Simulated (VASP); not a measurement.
# TiC (Fm-3m) in VASP: a series of runs

Runs on TiC. Level: PBEsol. Tasks: single point, relaxation of cell and atoms.

Everything below comes from runs of VASP 6.6.1. Logs are shortened: lines on timing, memory, paths and dates and some standing lists are left out, and cuts for length are marked.

## (1) The cell of the first run

It takes space group Fm-3m (No. 225, cubic). The conventional cell has a = 4.293 Å, b = 4.293 Å, c = 4.293 Å, α = 90.00°, β = 90.00°, γ = 90.00°. Ti (site symmetry m-3m) has 6 C at 2.15 Å within 2.8 Å. Within 2.8 Å of C (site symmetry m-3m) lie 6 Ti at 2.15 Å.

## (2) Single point, PBEsol

INCAR

```
ALGO = Normal ; EDIFF = 1E-7
ENCUT = 520 ; GGA = PS
ISIF = 2 ; ISMEAR = 0
LASPH = True ; LCHARG = True
LELF = True ; LREAL = False
LVHAR = True ; LWAVE = False
NBANDS = 15 ; NELM = 100
PREC = Accurate ; SIGMA = 0.1
```

KPOINTS

```
k-points
0
Gamma
  16 16 16
```

POSCAR

```
TiC
1.0
    0.0000000000      2.1466861785      2.1466861785
    2.1466861785      0.0000000000      2.1466861785
    2.1466861785      2.1466861785      0.0000000000
Ti C
1 1
Direct
    0.0000000000      0.0000000000      0.0000000000
    0.5000000000      0.5000000000      0.5000000000
```

Potentials or basis: VASP PAW PBE potentials, release 64 (Ti_sv, C).

The run is started by

```sh
$ cat potpaw_PBE.64/Ti_sv/POTCAR potpaw_PBE.64/C/POTCAR > POTCAR
$ mpirun -np 1 vasp_std > vasp.out
```

OUTCAR:

```text
EDIFF = 1E-7
   ENCUT = 520
   GGA = PS
   ISIF = 2
   ISMEAR = 0
   LASPH = True
   LREAL = False
   NELM = 100
   PREC = Accurate

 ion  position               nearest neighbor table
   1  0.000  0.000  0.000-   2 2.15   2 2.15   2 2.15   2 2.15   2 2.15   2 2.15
   2  0.500  0.500  0.500-   1 2.15   1 2.15   1 2.15   1 2.15   1 2.15   1 2.15

  LATTYP: Found a face centered cubic cell.
 ALAT       =     4.2933723570

  Lattice vectors:

 A1 = (   0.0000000000,   2.1466861785,   2.1466861785)
 A2 = (   2.1466861785,   0.0000000000,   2.1466861785)
 A3 = (   2.1466861785,   2.1466861785,   0.0000000000)

Analysis of symmetry for initial positions (statically):
=====================================================================
 Subroutine PRICEL returns:
 Original cell was already a primitive cell.

 Routine SETGRP: Setting up the symmetry group for a
 face centered cubic supercell.

 Subroutine GETGRP returns: Found 48 space group operations
 (whereof 48 operations were pure point group operations)
 out of a pool of 48 trial point group operations.

The static configuration has the point symmetry O_h .

Analysis of symmetry for dynamics (positions and initial velocities):
=====================================================================
 Subroutine PRICEL returns:
 Original cell was already a primitive cell.

 Routine SETGRP: Setting up the symmetry group for a
 face centered cubic supercell.

 Subroutine GETGRP returns: Found 48 space group operations
 (whereof 48 operations were pure point group operations)
 out of a pool of 48 trial point group operations.

The dynamic configuration has the point symmetry O_h .

 Subroutine INISYM returns: Found 48 space group operations
 (whereof 48 operations are pure point group operations),
 and found     1 'primitive' translations

----------------------------------------------------------------------------------------

                                     Primitive cell

  volume of cell :      19.7850

  direct lattice vectors                    reciprocal lattice vectors
     0.000000000  2.146686178  2.146686178    -0.232917138  0.232917138  0.232917138
     2.146686178  0.000000000  2.146686178     0.232917138 -0.232917138  0.232917138
     2.146686178  2.146686178  0.000000000     0.232917138  0.232917138 -0.232917138

  length of vectors
     3.035872708  3.035872708  3.035872708     0.403424316  0.403424316  0.403424316

  position of ions in fractional coordinates (direct lattice)
     0.000000000  0.000000000  0.000000000
     0.500000000  0.500000000  0.500000000

  ion indices of the primitive-cell ions
   primitive index   ion index
                 1           1
                 2           2

----------------------------------------------------------------------------------------

 KPOINTS: k-points

Automatic generation of k-mesh.
 Grid dimensions read from file:
 generate k-points for:   16   16   16

 Generating k-lattice:

  Cartesian coordinates                     Fractional coordinates (reciprocal lattice)
    -0.014557321  0.014557321  0.014557321     0.062500000  0.000000000  0.000000000
     0.014557321 -0.014557321  0.014557321     0.000000000  0.062500000  0.000000000
     0.014557321  0.014557321 -0.014557321     0.000000000  0.000000000  0.062500000

  Length of vectors
     0.025214020  0.025214020  0.025214020

  Shift w.r.t. Gamma in fractional coordinates (k-lattice)
     0.000000000  0.000000000  0.000000000

 Subroutine IBZKPT returns following result:
 ===========================================

 Found    145 irreducible k-points:

 Following reciprocal coordinates:
            Coordinates               Weight
  0.000000  0.000000  0.000000      1.000000
  0.062500  0.000000  0.000000      8.000000
  0.125000  0.000000  0.000000      8.000000
  0.187500  0.000000  0.000000      8.000000
  0.250000  0.000000  0.000000      8.000000
  0.312500  0.000000  0.000000      8.000000
[... 16 lines left out ...]
 -0.125000  0.062500  0.000000     24.000000
 -0.062500  0.062500  0.000000     12.000000
 [... further k-points ...]
   k-points           NKPTS =    145   k-points in BZ     NKDIM =    145   number of bands    NBANDS=     15
   number of dos      NEDOS =    301   number of ions     NIONS =      2
   total plane-waves  NPLWV =  13824
   dimension x,y,z NGX =    24 NGY =   24 NGZ =   24
   dimension x,y,z NGXF=    48 NGYF=   48 NGZF=   48
   ions per type =               1   1
   NGX,Y,Z   is equivalent  to a cutoff of  13.14, 13.14, 13.14 a.u.
   NGXF,Y,Z  is equivalent  to a cutoff of  26.29, 26.29, 26.29 a.u.
 SYSTEM =  unknown system
   PREC   = accura    normal or accurate (medium, high low for compatibility)
   ISTART =      0    job   : 0-new  1-cont  2-samecut
   ICHARG =      2    charge: 1-file 2-atom 10-const
   ISPIN  =      1    spin polarized calculation?
   LNONCOLLINEAR =      F non collinear calculations
   LSORBIT =      F    spin-orbit coupling
   LASPH  =      T    aspherical Exc in radial PAW
   ENCUT  =  520.0 eV  38.22 Ry    6.18 a.u.   5.64  5.64  5.64*2*pi/ulx,y,z
   NELM   =    100;   NELMIN=  2; NELMDL= -5     # of ELM steps
   EDIFF  = 0.1E-06   stopping-criterion for ELM
   LREAL  =      F    real-space projection
   EDIFFG = 0.1E-05   stopping-criterion for IOM
   NSW    =      0    number of steps for IOM
   IBRION =     -1    ionic relax: 0-MD 1-quasi-New 2-CG
   NFREE  =      0    steps in history (QN), initial steepest desc. (CG)
   ISIF   =      2    stress and relaxation
   ISYM   =      2    0-nonsym 1-usesym 2-fastsym
   POTIM  = 0.5000    time-step for ionic-motion
   TEBEG  =    0.0;   TEEND  =   0.0 temperature during run
   PSTRESS=    0.0 pullay stress
   NELECT =      16.0000    total number of electrons
   NUPDOWN=      -1.0000    fix difference up-down
   EMIN   =  10.00;   EMAX   =-10.00  energy-range for DOS
   EFERMI =   0.00;   METHOD = LEGACY
   ISMEAR =     0;   SIGMA  =   0.10  broadening in eV -4-tet -1-fermi 0-gaus
   EFERMI_NEDOS =   21; number of points for ismear=-14 and -15
   IALGO  =     38    algorithm
   IMIX   =      4    mixing-type and parameters
     AMIX     =   0.40;   BMIX     =  1.00
     AMIX_MAG =   1.60;   BMIX_MAG =  1.00
  volume/ion in A,a.u.               =       9.89        66.76
  Fermi-wavevector in a.u.,A,eV,Ry     =   1.525233  2.882273 31.651730  2.326336
  Thomas-Fermi vector in A             =   2.633432
   LORBIT       =      0    0 simple, 1 ext, 2 COOP (PROOUT), +10 PAW based schemes
   GGA     = PS    functional components
   LHFCALC =     F    Hartree Fock is set to
   AEXX    =    0.0000 exact exchange contribution
   IVDW    =     0    specifies the selected vdW correction
   LEPSILON=     F    determine dielectric tensor
   LRPA    =     F    only Hartree local field effects (RPA)
 non-spin polarized calculation
 Gauss-broadening in eV      SIGMA  =   0.10
  energy-cutoff  :      520.00
  volume of cell :       19.78
 maximum number of plane-waves:       544
   NGX = 11   NGY = 11   NGZ = 11

 number of electron      16.0000003 magnetization

 Free energy of the ion-electron system (eV)
  ---------------------------------------------------
  ext. energy  EPLUGINS =         0.00000000
  ---------------------------------------------------
  free energy    TOTEN  =       -19.80236791 eV

  energy without entropy =      -19.80041958  energy(sigma->0) =      -19.80139375

 E-fermi :   9.6041     XC(G=0): -12.9980

 val. band max:        9.5936873680   @ k =   0.1250   0.1250   0.0000
 cond. band min:       9.6054425780   @ k =   0.1250   0.0625   0.0000
 fundamental gap:      0.0117552100
 Fermi energy:         9.6040972872

 k-point     1 :       0.0000    0.0000    0.0000
  band No.  band energies     occupation
      1     -46.6373      2.00000
      2     -22.7493      2.00000
      3     -22.7493      2.00000
      4     -22.7493      2.00000
      5      -2.8757      2.00000
      6      10.2879      0.00000
      7      10.2879      0.00000
      8      10.2879      0.00000
      9      11.3532      0.00000
     10      11.3532      0.00000
     11      11.3532      0.00000
     12      11.3981      0.00000
     13      11.3981      0.00000
     14      20.4857      0.00000
     15      23.6473      0.00000

 k-point     2 :       0.0625    0.0000    0.0000
  band No.  band energies     occupation
      1     -46.6341      2.00000
      2     -22.7715      2.00000
      3     -22.7514      2.00000
      4     -22.7514      2.00000
      5      -2.7835      2.00000
      6       9.8414      0.00079
      7      10.0942      0.00000
      8      10.0942      0.00000
      9      10.6649      0.00000
     10      10.6649      0.00000
     11      11.5941      0.00000
     12      12.4156      0.00000
     13      12.4156      0.00000
     14      20.6433      0.00000
     15      23.7036      0.00000

 k-point     3 :       0.1250    0.0000    0.0000
  band No.  band energies     occupation
      1     -46.6250      2.00000
      2     -22.8343      2.00000
      3     -22.7572      2.00000
      4     -22.7572      2.00000
      5      -2.5127      2.00000
      6       8.9513      2.00000
      7       9.3203      1.99994
      8       9.3203      1.99994
      9      10.7333      0.00000
     10      10.7333      0.00000
     11      11.9333      0.00000
     12      13.5153      0.00000
     13      13.5153      0.00000
     14      21.0217      0.00000
     15      23.7800      0.00000

 k-point     4 :       0.1875    0.0000    0.0000
  band No.  band energies     occupation
      1     -46.6114      2.00000
      2     -22.9272      2.00000
      3     -22.7659      2.00000
      4     -22.7659      2.00000
      5      -2.0806      2.00000
      6       7.9078      2.00000
      7       8.5392      2.00000
      8       8.5392      2.00000
      9      11.0288      0.00000
     10      11.0288      0.00000
     11      12.2315      0.00000
     12      14.6168      0.00000
     13      14.6168      0.00000
     14      21.2922      0.00000
     15      23.8407      0.00000
[... 307 lines left out ...]
 k-point    22 :      -0.1875    0.0625    0.0000
  band No.  band energies     occupation
      1     -46.6038      2.00000
      2     -22.9660      2.00000
      3     -22.7912      2.00000
      4     -22.7617      2.00000
      5      -1.8395      2.00000
      6       7.4385      2.00000
      7       8.1009      2.00000
      8       8.3590      2.00000
      9      10.9399      0.00000
     10      11.4655      0.00000
     11      12.5053      0.00000
     12      14.3684      0.00000
     13      15.5798      0.00000
     14      21.4022      0.00000
     15      23.8616      0.00000

 k-point    23 :      -0.1250    0.0625    0.0000
  band No.  band energies     occupation
      1     -46.6183      2.00000
      2     -22.8708      2.00000
      3     -22.7778      2.00000
      4     -22.7542      2.00000
      5      -2.3111      2.00000
      6       8.4643      2.00000
      7       8.7998      2.00000
      8       8.9910      2.00000
      9      10.6111      0.00000
     10      11.2013      0.00000
     11      12.2535      0.00000
     12      13.3641      0.00000
     13      14.5175      0.00000
     14      21.2745      0.00000
     15      23.7949      0.00000

 k-point    24 :      -0.0625    0.0625    0.0000
  band No.  band energies     occupation
      1     -46.6289      2.00000
      2     -22.8021      2.00000
      3     -22.7639      2.00000
      4     -22.7506      2.00000
      5      -2.6327      2.00000
      6       9.3845      1.99810
      7       9.5567      1.49705
      8       9.5904      1.15313
      9      10.4039      0.00000
     10      11.0289      0.00000
     11      11.9517      0.00000
     12      12.5476      0.00000
     13      13.4360      0.00000
     14      20.8848      0.00000
     15      23.7682      0.00000

 [... further k-points ...]
[... 5 lines left out ...]
  --------------------------------------------------------------------------------------
  -------------------------------------------------------------------------------------
  Total        0.0291645      0.0291645      0.0291645     -0.0000000     -0.0000000      0.0000000
  in kB        2.3617244      2.3617244      2.3617244     -0.0000000     -0.0000000      0.0000000
  external PRESSURE =       2.3617244 kB  Pullay stress =       0.0000000 kB

 VOLUME and BASIS-vectors are now :
 -----------------------------------------------------------------------------
  energy-cutoff  :      520.00
  volume of cell :       19.78
      direct lattice vectors                 reciprocal lattice vectors
     0.000000000  2.146686178  2.146686178    -0.232917138  0.232917138  0.232917138
     2.146686178  0.000000000  2.146686178     0.232917138 -0.232917138  0.232917138
     2.146686178  2.146686178  0.000000000     0.232917138  0.232917138 -0.232917138

 POSITION                                       TOTAL-FORCE (eV/Angst)
 -----------------------------------------------------------------------------------
      0.00000      0.00000      0.00000        -0.000000     -0.000000     -0.000000
      2.14669      2.14669      2.14669         0.000000      0.000000      0.000000
 -----------------------------------------------------------------------------------
    total drift:                                0.000000     -0.000000     -0.000000

  FREE ENERGIE OF THE ION-ELECTRON SYSTEM (eV)
  ---------------------------------------------------
  free  energy   TOTEN  =       -19.8023679131 eV

  energy  without entropy=      -19.8004195813  energy(sigma->0) =      -19.80139375
```

Wall time 38 s (1 thread of Intel Xeon Platinum 8259CL at 2.50GHz (Skylake/Cascade Lake), shared host); peak memory 0.17 GiB.

Results:

```
Free energy            : -19.8024 eV
Pressure               : 0.2 GPa
Band gap on the k mesh : zero (band 8 reaches 10.29 eV, above the bottom of band 9 at 9.20 eV)
```

Caveat: the PAW data sets were made with another functional, which shifts forces and pressure a little.

## (3) Relaxation of cell and atoms, PBEsol

This run uses another cell than the first one, of 10.17 Å³/atom, 1.028 times its volume.

INCAR

```
SYSTEM = TiC
ALGO = Normal
EDIFF = 1E-7
EDIFFG = -0.005
ENCUT = 600
GGA = PS
IBRION = 2
ISIF = 3
ISMEAR = 0
LASPH = .True.
LCHARG = .False.
LREAL = .False.
LWAVE = .False.
NELM = 80
NSW = 70
PREC = Accurate
SIGMA = 0.1
```

KPOINTS

```
k-points
0
Gamma
  16 16 16
  0 0 0
```

POSCAR

```
TiC
1.0
    0.0000000000      2.1664107360      2.1664107360
    2.1664107360      0.0000000000      2.1664107360
    2.1664107360      2.1664107360      0.0000000000
Ti C
1 1
Direct
    0.0000000000      0.0000000000      0.0000000000
    0.5000000000      0.5000000000      0.5000000000
```

Potentials or basis: VASP PAW PBE potentials, release 64 (Ti_sv, C).

The run is started by

```sh
$ cat potpaw_PBE.64/Ti_sv/POTCAR potpaw_PBE.64/C/POTCAR > POTCAR
$ mpirun -np 1 vasp_std > vasp.out
```

Wall time 82 s (1 thread of Intel Xeon Platinum 8259CL at 2.50GHz (Skylake/Cascade Lake), shared host); peak memory 0.18 GiB.

Results (log left out):

```
Free energy                            : -19.8035 eV
Relaxed volume                         : 9.90 Å³/atom
Relaxed cell                           : a = 3.037 Å, b = 3.037 Å, c = 3.037 Å, α = 60.00°, β = 60.00°, γ = 60.00°
Space group after relaxing (to 0.05 Å) : Fm-3m (No. 225)
Energy gained by relaxing              : 5.9 meV/atom
Ionic steps                            : 3
Pressure after relaxing                : -0.1 GPa
Band gap on the k mesh                 : zero (band 8 reaches 10.28 eV, above the bottom of band 9 at 9.19 eV)
```

Step by step:
```tsv
step	energy change (eV)	largest force (eV/Å)	pressure (GPa)	volume (Å³)
1	0.0000	0.0000	-6.79	20.34
2	0.0100	0.0000	10.24	19.09
3	-0.0117	0.0000	-0.06	19.80
```

Final structure:
```cif
data_structure
_symmetry_space_group_name_H-M 'P 1'
_symmetry_Int_Tables_number 1
_cell_length_a 3.0366
_cell_length_b 3.0366
_cell_length_c 3.0366
_cell_angle_alpha 60.000
_cell_angle_beta 60.000
_cell_angle_gamma 60.000
_cell_volume 19.80
loop_
_atom_site_label
_atom_site_type_symbol
_atom_site_fract_x
_atom_site_fract_y
_atom_site_fract_z
_atom_site_occupancy
Ti1 Ti 0.00000 0.00000 0.00000 1
C1 C 0.50000 0.50000 0.50000 1
```

Levels at points of the mesh, in eV from the Fermi level:
| k point | band 5 | band 6 | band 7 | band 8 | band 9 | band 10 | band 11 | band 12 |
| --- | --- | --- | --- | --- | --- | --- | --- | --- |
| (0.00, 0.00, 0.00) | -12.48 | 0.68 | 0.68 | 0.68 | 1.75 | 1.75 | 1.75 | 1.79 |
| (0.50, 0.00, 0.00) | -8.83 | -5.98 | -2.97 | -2.97 | 3.03 | 3.03 | 4.27 | 8.31 |
| (0.50, 0.50, 0.00) | -10.15 | -3.45 | -1.74 | 0.01 | 0.01 | 2.84 | 3.66 | 3.66 |

Caveat: the PAW data sets were made with another functional, which shifts forces and pressure a little.
